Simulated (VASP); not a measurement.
# Ru (P6_3/mmc) in VASP: notebook

The runs below take Ru through single point, with PBE.

Everything below comes from runs of VASP 6.6.1. Logs are shortened: lines on timing, memory, paths and dates and some standing lists are left out, and cuts for length are marked.

### 1 The cell of the first run

It takes space group P6_3/mmc (No. 194, hexagonal). The conventional cell has a = 2.720 Å, b = 2.720 Å, c = 4.297 Å, α = 90.00°, β = 90.00°, γ = 120.00°. Ru (site symmetry -6m2) has 12 Ru at 2.66 to 2.72 Å within 3.5 Å.

### 2 Single point, PBE

INCAR

```
SYSTEM = Ru
ALGO = Fast ; EDIFF = 1E-7
ENCUT = 520 ; GGA = PE
ISIF = 2 ; ISMEAR = 0
LASPH = .True. ; LCHARG = .False.
LREAL = .False. ; LWAVE = .False.
NBANDS = 21 ; NELM = 100
PREC = Accurate ; SIGMA = 0.1
```

KPOINTS

```
k-points
0
Gamma
  18 18 10
  0 0 0
```

POSCAR

```
Ru
1.0
    2.7199967406      0.0000000000      0.0000000000
   -1.3599983702      2.3555862755      0.0000000000
    0.0000000000      0.0000000000      4.2967707651
Ru
2
Direct
    0.3333333333      0.6666666667      0.2500000000
    0.6666666667      0.3333333333      0.7500000000
```

Potentials or basis: VASP PAW PBE potentials, release 64 (Ru_pv).

Launch:

```
cat potpaw_PBE.64/Ru_pv/POTCAR > POTCAR
mpirun -np 1 vasp_std > vasp.out
```

OUTCAR:

```text
SYSTEM = Ru
   EDIFF = 1E-7
   ENCUT = 520
   GGA = PE
   ISIF = 2
   ISMEAR = 0
   LASPH = .True.
   LREAL = .False.
   NELM = 100
   PREC = Accurate

 ion  position               nearest neighbor table
   1  0.333  0.667  0.250-   2 2.66   2 2.66   2 2.66   2 2.66   2 2.66   2 2.66
   2  0.667  0.333  0.750-   1 2.66   1 2.66   1 2.66   1 2.66   1 2.66   1 2.66

  LATTYP: Found a hexagonal cell.
 ALAT       =     2.7199967406
 C/A-ratio  =     1.5796970272

  Lattice vectors:

 A1 = (   2.7199967406,   0.0000000000,   0.0000000000)
 A2 = (  -1.3599983702,   2.3555862755,   0.0000000000)
 A3 = (   0.0000000000,   0.0000000000,   4.2967707651)

Analysis of symmetry for initial positions (statically):
=====================================================================
 Subroutine PRICEL returns:
 Original cell was already a primitive cell.

 Routine SETGRP: Setting up the symmetry group for a
 hexagonal supercell.

 Subroutine GETGRP returns: Found 24 space group operations
 (whereof 12 operations were pure point group operations)
 out of a pool of 24 trial point group operations.

The static configuration has the point symmetry D_3d.
 The point group associated with its full space group is D_6h.

Analysis of symmetry for dynamics (positions and initial velocities):
=====================================================================
 Subroutine PRICEL returns:
 Original cell was already a primitive cell.

 Routine SETGRP: Setting up the symmetry group for a
 hexagonal supercell.

 Subroutine GETGRP returns: Found 24 space group operations
 (whereof 12 operations were pure point group operations)
 out of a pool of 24 trial point group operations.

The dynamic configuration has the point symmetry D_3d.
 The point group associated with its full space group is D_6h.

 Subroutine INISYM returns: Found 24 space group operations
 (whereof 12 operations are pure point group operations),
 and found     1 'primitive' translations

----------------------------------------------------------------------------------------

                                     Primitive cell

  volume of cell :      27.5302

  direct lattice vectors                    reciprocal lattice vectors
     2.719996741  0.000000000  0.000000000     0.367647499  0.212261383  0.000000000
    -1.359998370  2.355586275  0.000000000     0.000000000  0.424522765  0.000000000
     0.000000000  0.000000000  4.296770765     0.000000000  0.000000000  0.232732918

  length of vectors
     2.719996741  2.719996740  4.296770765     0.424522765  0.424522765  0.232732918

  position of ions in fractional coordinates (direct lattice)
     0.333333333  0.666666667  0.250000000
     0.666666667  0.333333333  0.750000000

  ion indices of the primitive-cell ions
   primitive index   ion index
                 1           1
                 2           2

----------------------------------------------------------------------------------------

 KPOINTS: k-points

Automatic generation of k-mesh.
 Grid dimensions read from file:
 generate k-points for:   18   18   10

 Generating k-lattice:

  Cartesian coordinates                     Fractional coordinates (reciprocal lattice)
     0.020424861  0.011792299  0.000000000     0.055555556  0.000000000  0.000000000
     0.000000000  0.023584598  0.000000000     0.000000000  0.055555556  0.000000000
     0.000000000  0.000000000  0.023273292     0.000000000  0.000000000  0.100000000

  Length of vectors
     0.023584598  0.023584598  0.023273292

  Shift w.r.t. Gamma in fractional coordinates (k-lattice)
     0.000000000  0.000000000  0.000000000

 Subroutine IBZKPT returns following result:
 ===========================================

 Found    222 irreducible k-points:

 Following reciprocal coordinates:
            Coordinates               Weight
  0.000000  0.000000  0.000000      1.000000
  0.055556 -0.000000  0.000000      6.000000
  0.111111 -0.000000  0.000000      6.000000
  0.166667 -0.000000  0.000000      6.000000
  0.222222  0.000000  0.000000      6.000000
  0.277778  0.000000  0.000000      6.000000
[... 16 lines left out ...]
  0.333333  0.111111  0.000000     12.000000
  0.388889  0.111111  0.000000     12.000000
 [... further k-points ...]
   k-points           NKPTS =    222   k-points in BZ     NKDIM =    222   number of bands    NBANDS=     21
   number of dos      NEDOS =    301   number of ions     NIONS =      2
   total plane-waves  NPLWV =  12800
   dimension x,y,z NGX =    20 NGY =   20 NGZ =   32
   dimension x,y,z NGXF=    40 NGYF=   40 NGZF=   64
   ions per type =               2
   NGX,Y,Z   is equivalent  to a cutoff of  12.22, 12.22, 12.38 a.u.
   NGXF,Y,Z  is equivalent  to a cutoff of  24.45, 24.45, 24.76 a.u.
 SYSTEM =  Ru
   PREC   = accura    normal or accurate (medium, high low for compatibility)
   ISTART =      0    job   : 0-new  1-cont  2-samecut
   ICHARG =      2    charge: 1-file 2-atom 10-const
   ISPIN  =      1    spin polarized calculation?
   LNONCOLLINEAR =      F non collinear calculations
   LSORBIT =      F    spin-orbit coupling
   LASPH  =      T    aspherical Exc in radial PAW
   ENCUT  =  520.0 eV  38.22 Ry    6.18 a.u.   5.06  5.06  7.99*2*pi/ulx,y,z
   NELM   =    100;   NELMIN=  2; NELMDL= -5     # of ELM steps
   EDIFF  = 0.1E-06   stopping-criterion for ELM
   LREAL  =      F    real-space projection
   EDIFFG = 0.1E-05   stopping-criterion for IOM
   NSW    =      0    number of steps for IOM
   IBRION =     -1    ionic relax: 0-MD 1-quasi-New 2-CG
   NFREE  =      0    steps in history (QN), initial steepest desc. (CG)
   ISIF   =      2    stress and relaxation
   ISYM   =      2    0-nonsym 1-usesym 2-fastsym
   POTIM  = 0.5000    time-step for ionic-motion
   TEBEG  =    0.0;   TEEND  =   0.0 temperature during run
   PSTRESS=    0.0 pullay stress
   NELECT =      28.0000    total number of electrons
   NUPDOWN=      -1.0000    fix difference up-down
   EMIN   =  10.00;   EMAX   =-10.00  energy-range for DOS
   EFERMI =   0.00;   METHOD = LEGACY
   ISMEAR =     0;   SIGMA  =   0.10  broadening in eV -4-tet -1-fermi 0-gaus
   EFERMI_NEDOS =   21; number of points for ismear=-14 and -15
   IALGO  =     68    algorithm
   IMIX   =      4    mixing-type and parameters
     AMIX     =   0.40;   BMIX     =  1.00
     AMIX_MAG =   1.60;   BMIX_MAG =  1.00
  volume/ion in A,a.u.               =      13.77        92.89
  Fermi-wavevector in a.u.,A,eV,Ry     =   1.646358  3.111166 36.878525  2.710495
  Thomas-Fermi vector in A             =   2.736000
   LORBIT       =      0    0 simple, 1 ext, 2 COOP (PROOUT), +10 PAW based schemes
   GGA     = PE    functional components
   LHFCALC =     F    Hartree Fock is set to
   AEXX    =    0.0000 exact exchange contribution
   IVDW    =     0    specifies the selected vdW correction
   LEPSILON=     F    determine dielectric tensor
   LRPA    =     F    only Hartree local field effects (RPA)
 non-spin polarized calculation
 RMM-DIIS sequential band-by-band and
 Gauss-broadening in eV      SIGMA  =   0.10
  energy-cutoff  :      520.00
  volume of cell :       27.53
 maximum number of plane-waves:       759
   NGX = 11   NGY = 11   NGZ = 15

 number of electron      28.0000013 magnetization

 Free energy of the ion-electron system (eV)
  ---------------------------------------------------
  ext. energy  EPLUGINS =         0.00000000
  ---------------------------------------------------
  free energy    TOTEN  =       -18.47174781 eV

  energy without entropy =      -18.46243302  energy(sigma->0) =      -18.46709041

 E-fermi :  12.5844     XC(G=0): -14.0340

 val. band max:       12.5819117503   @ k =   0.1667   0.1111   0.3000
 cond. band min:      12.5866838415   @ k =   0.4444   0.1111   0.5000
 fundamental gap:      0.0047720911
 Fermi energy:        12.5844214227

 k-point     1 :       0.0000    0.0000    0.0000
  band No.  band energies     occupation
      1     -31.0073      2.00000
      2     -30.1146      2.00000
      3     -30.1146      2.00000
      4     -29.9501      2.00000
      5     -29.9501      2.00000
      6     -29.9106      2.00000
[... 13 lines left out ...]
     20      23.0318      0.00000
     21      23.0453      0.00000

 k-point     2 :       0.0556   -0.0000    0.0000
  band No.  band energies     occupation
      1     -30.9972      2.00000
      2     -30.1359      2.00000
      3     -30.1219      2.00000
      4     -29.9724      2.00000
      5     -29.9530      2.00000
      6     -29.9153      2.00000
[... 13 lines left out ...]
     20      23.0318      0.00000
     21      23.0445      0.00000

 k-point     3 :       0.1111   -0.0000    0.0000
  band No.  band energies     occupation
      1     -30.9676      2.00000
      2     -30.1974      2.00000
      3     -30.1425      2.00000
      4     -30.0362      2.00000
      5     -29.9616      2.00000
      6     -29.9295      2.00000
[... 13 lines left out ...]
     20      23.0318      0.00000
     21      23.0424      0.00000

 k-point     4 :       0.1667   -0.0000    0.0000
  band No.  band energies     occupation
      1     -30.9201      2.00000
      2     -30.2916      2.00000
      3     -30.1732      2.00000
      4     -30.1322      2.00000
      5     -29.9755      2.00000
      6     -29.9532      2.00000
[... 13 lines left out ...]
     20      23.0317      0.00000
     21      23.0399      0.00000

 k-point     5 :       0.2222    0.0000    0.0000
  band No.  band energies     occupation
      1     -30.8578      2.00000
      2     -30.4073      2.00000
      3     -30.2472      2.00000
      4     -30.2098      2.00000
      5     -29.9935      2.00000
      6     -29.9862      2.00000
[... 13 lines left out ...]
     20      23.0317      0.00000
     21      23.0377      0.00000
[... 382 lines left out ...]
     20      23.0361      0.00000
     21      25.6835      0.00000

 k-point    22 :       0.2778    0.1111    0.0000
  band No.  band energies     occupation
      1     -30.6840      2.00000
      2     -30.6331      2.00000
      3     -30.5049      2.00000
      4     -30.2953      2.00000
      5     -30.0914      2.00000
      6     -30.0809      2.00000
[... 13 lines left out ...]
     20      23.8896      0.00000
     21      26.1681      0.00000

 k-point    23 :       0.3333    0.1111    0.0000
  band No.  band energies     occupation
      1     -30.7212      2.00000
      2     -30.6091      2.00000
      3     -30.5643      2.00000
      4     -30.3403      2.00000
      5     -30.1437      2.00000
      6     -30.1010      2.00000
[... 13 lines left out ...]
     20      23.6196      0.00000
     21      25.2431      0.00000

 k-point    24 :       0.3889    0.1111    0.0000
  band No.  band energies     occupation
      1     -30.7785      2.00000
      2     -30.6030      2.00000
      3     -30.5484      2.00000
      4     -30.3692      2.00000
      5     -30.1896      2.00000
      6     -30.1141      2.00000
[... 13 lines left out ...]
     20      24.5273      0.00000
     21      24.5687      0.00000

 [... further k-points ...]
[... 5 lines left out ...]
  --------------------------------------------------------------------------------------
  -------------------------------------------------------------------------------------
  Total       -0.0176471     -0.0176471     -0.0147727     -0.0000000      0.0000000      0.0000000
  in kB       -1.0270081     -1.0270081     -0.8597257     -0.0000000      0.0000000      0.0000000
  external PRESSURE =      -0.9712473 kB  Pullay stress =       0.0000000 kB

 VOLUME and BASIS-vectors are now :
 -----------------------------------------------------------------------------
  energy-cutoff  :      520.00
  volume of cell :       27.53
      direct lattice vectors                 reciprocal lattice vectors
     2.719996741  0.000000000  0.000000000     0.367647499  0.212261383  0.000000000
    -1.359998370  2.355586275  0.000000000     0.000000000  0.424522765  0.000000000
     0.000000000  0.000000000  4.296770765     0.000000000  0.000000000  0.232732918

 POSITION                                       TOTAL-FORCE (eV/Angst)
 -----------------------------------------------------------------------------------
     -0.00000      1.57039      1.07419         0.000000     -0.000000      0.000000
      1.36000      0.78520      3.22258        -0.000000      0.000000      0.000000
 -----------------------------------------------------------------------------------
    total drift:                                0.000000     -0.000000      0.000000

  FREE ENERGIE OF THE ION-ELECTRON SYSTEM (eV)
  ---------------------------------------------------
  free  energy   TOTEN  =       -18.4717478097 eV

  energy  without entropy=      -18.4624330160  energy(sigma->0) =      -18.46709041
```

Run time: 56 s. Hardware: 1 thread of AMD EPYC 9R45 (Zen 5), shared host; peak memory 0.18 GiB.

What came out:

```yaml
Free_energy: -18.4717 eV
Pressure: -0.1 GPa
Band_gap_on_the_k_mesh: zero (band 14 reaches 14.05 eV, above the bottom of band 15 at 10.98 eV)
```

Levels at points of the mesh, in eV from the Fermi level:
```tsv
k point	band 10	band 11	band 12	band 13	band 14	band 15	band 16	band 17	band 18	band 19
(0.00, 0.00, 0.00)	-2.53	-2.35	-1.86	-1.86	-1.37	-1.37	1.16	1.16	1.30	10.17
(0.50, 0.00, 0.00)	-2.96	-2.02	-1.77	-1.48	1.39	1.80	1.88	3.99	6.03	10.97
(0.00, 0.00, 0.50)	-2.70	-2.70	-2.70	-2.65	-2.65	0.54	0.54	0.54	0.54	10.45
(0.50, 0.00, 0.50)	-4.42	-1.03	-1.03	0.45	0.45	1.64	1.64	3.35	3.35	10.37
```

### 3 Single point, PBE

INCAR is that of step 2.

KPOINTS is that of step 2.

POSCAR

```
Ru
1.0
    2.7199967399      0.0000000000      0.0000000000
   -1.3599983699      2.3555862750      0.0000000000
    0.0000000000      0.0000000000      4.2967707664
Ru
2
Direct
    0.3333333333      0.6666666667      0.2500000000
    0.6666666667      0.3333333333      0.7500000000
```

Potentials or basis: VASP PAW PBE potentials, release 64 (Ru_pv).

Launch:

```
cat potpaw_PBE.64/Ru_pv/POTCAR > POTCAR
mpirun -np 1 vasp_std > vasp.out
```

OUTCAR:

```text
SYSTEM = Ru
   EDIFF = 1E-7
   ENCUT = 520
   GGA = PE
   ISIF = 2
   ISMEAR = 0
   LASPH = .True.
   LREAL = .False.
   NELM = 100
   PREC = Accurate

 ion  position               nearest neighbor table
   1  0.333  0.667  0.250-   2 2.66   2 2.66   2 2.66   2 2.66   2 2.66   2 2.66
   2  0.667  0.333  0.750-   1 2.66   1 2.66   1 2.66   1 2.66   1 2.66   1 2.66

  LATTYP: Found a hexagonal cell.
 ALAT       =     2.7199967399
 C/A-ratio  =     1.5796970281

  Lattice vectors:

 A1 = (   2.7199967399,   0.0000000000,   0.0000000000)
 A2 = (  -1.3599983699,   2.3555862750,   0.0000000000)
 A3 = (   0.0000000000,   0.0000000000,   4.2967707664)

Analysis of symmetry for initial positions (statically):
=====================================================================
 Subroutine PRICEL returns:
 Original cell was already a primitive cell.

 Routine SETGRP: Setting up the symmetry group for a
 hexagonal supercell.

 Subroutine GETGRP returns: Found 24 space group operations
 (whereof 12 operations were pure point group operations)
 out of a pool of 24 trial point group operations.

The static configuration has the point symmetry D_3d.
 The point group associated with its full space group is D_6h.

Analysis of symmetry for dynamics (positions and initial velocities):
=====================================================================
 Subroutine PRICEL returns:
 Original cell was already a primitive cell.

 Routine SETGRP: Setting up the symmetry group for a
 hexagonal supercell.

 Subroutine GETGRP returns: Found 24 space group operations
 (whereof 12 operations were pure point group operations)
 out of a pool of 24 trial point group operations.

The dynamic configuration has the point symmetry D_3d.
 The point group associated with its full space group is D_6h.

 Subroutine INISYM returns: Found 24 space group operations
 (whereof 12 operations are pure point group operations),
 and found     1 'primitive' translations

[... 103 lines left out ...]
   TEBEG  =    0.0;   TEEND  =   0.0 temperature during run
   PSTRESS=    0.0 pullay stress
   NELECT =      28.0000    total number of electrons
   NUPDOWN=      -1.0000    fix difference up-down
   EMIN   =  10.00;   EMAX   =-10.00  energy-range for DOS
   EFERMI =   0.00;   METHOD = LEGACY
   ISMEAR =     0;   SIGMA  =   0.10  broadening in eV -4-tet -1-fermi 0-gaus
   EFERMI_NEDOS =   21; number of points for ismear=-14 and -15
   IALGO  =     68    algorithm
   IMIX   =      4    mixing-type and parameters
     AMIX     =   0.40;   BMIX     =  1.00
     AMIX_MAG =   1.60;   BMIX_MAG =  1.00
  volume/ion in A,a.u.               =      13.77        92.89
  Fermi-wavevector in a.u.,A,eV,Ry     =   1.646358  3.111166 36.878525  2.710495
  Thomas-Fermi vector in A             =   2.736000
   LORBIT       =      0    0 simple, 1 ext, 2 COOP (PROOUT), +10 PAW based schemes
   GGA     = PE    functional components
   LHFCALC =     F    Hartree Fock is set to
   AEXX    =    0.0000 exact exchange contribution
   IVDW    =     0    specifies the selected vdW correction
   LEPSILON=     F    determine dielectric tensor
   LRPA    =     F    only Hartree local field effects (RPA)
 non-spin polarized calculation
 RMM-DIIS sequential band-by-band and
 Gauss-broadening in eV      SIGMA  =   0.10
  energy-cutoff  :      520.00
  volume of cell :       27.53
 maximum number of plane-waves:       759
   NGX = 11   NGY = 11   NGZ = 15

 number of electron      28.0000013 magnetization

 Free energy of the ion-electron system (eV)
  ---------------------------------------------------
  ext. energy  EPLUGINS =         0.00000000
  ---------------------------------------------------
  free energy    TOTEN  =       -18.47174781 eV

  energy without entropy =      -18.46243302  energy(sigma->0) =      -18.46709041

 E-fermi :  12.5844     XC(G=0): -14.0340

 val. band max:       12.5819117540   @ k =   0.1667   0.1111   0.3000
 cond. band min:      12.5866838465   @ k =   0.4444   0.1111   0.5000
 fundamental gap:      0.0047720925
 Fermi energy:        12.5844214260

 k-point     1 :       0.0000    0.0000    0.0000
  band No.  band energies     occupation
      1     -31.0073      2.00000
      2     -30.1146      2.00000
      3     -30.1146      2.00000
      4     -29.9501      2.00000
      5     -29.9501      2.00000
      6     -29.9106      2.00000
[... 565 lines left out ...]
     20      24.5273      0.00000
     21      24.5687      0.00000

 [... further k-points ...]
[... 5 lines left out ...]
  --------------------------------------------------------------------------------------
  -------------------------------------------------------------------------------------
  Total       -0.0176471     -0.0176471     -0.0147727     -0.0000000      0.0000000      0.0000000
  in kB       -1.0270107     -1.0270107     -0.8597252     -0.0000000      0.0000000      0.0000000
  external PRESSURE =      -0.9712489 kB  Pullay stress =       0.0000000 kB

 VOLUME and BASIS-vectors are now :
 -----------------------------------------------------------------------------
  energy-cutoff  :      520.00
  volume of cell :       27.53
      direct lattice vectors                 reciprocal lattice vectors
     2.719996740  0.000000000  0.000000000     0.367647499  0.212261383  0.000000000
    -1.359998370  2.355586275  0.000000000     0.000000000  0.424522766  0.000000000
     0.000000000  0.000000000  4.296770766     0.000000000  0.000000000  0.232732918

 POSITION                                       TOTAL-FORCE (eV/Angst)
 -----------------------------------------------------------------------------------
     -0.00000      1.57039      1.07419         0.000000     -0.000000      0.000000
      1.36000      0.78520      3.22258        -0.000000      0.000000      0.000000
 -----------------------------------------------------------------------------------
    total drift:                               -0.000000      0.000000     -0.000000

  FREE ENERGIE OF THE ION-ELECTRON SYSTEM (eV)
  ---------------------------------------------------
  free  energy   TOTEN  =       -18.4717478105 eV

  energy  without entropy=      -18.4624330168  energy(sigma->0) =      -18.46709041
```

It took 40 s on 1 thread of Intel Xeon 6975P-C (Granite Rapids), shared host; peak memory 0.21 GiB.

Results:

| Property | Result |
| --- | --- |
| Free energy | -18.4717 eV |
| Pressure | -0.1 GPa |
| Band gap on the k mesh | zero (band 14 reaches 14.05 eV, above the bottom of band 15 at 10.98 eV) |

Levels at points of the mesh, in eV from the Fermi level:
```csv
k point,band 12,band 13,band 14,band 15,band 16,band 17
"(0.00, 0.00, 0.00)",-1.86,-1.86,-1.37,-1.37,1.16,1.16
"(0.50, 0.00, 0.00)",-1.77,-1.48,1.39,1.80,1.88,3.99
"(0.00, 0.00, 0.50)",-2.70,-2.65,-2.65,0.54,0.54,0.54
"(0.50, 0.00, 0.50)",-1.03,0.45,0.45,1.64,1.64,3.35
```
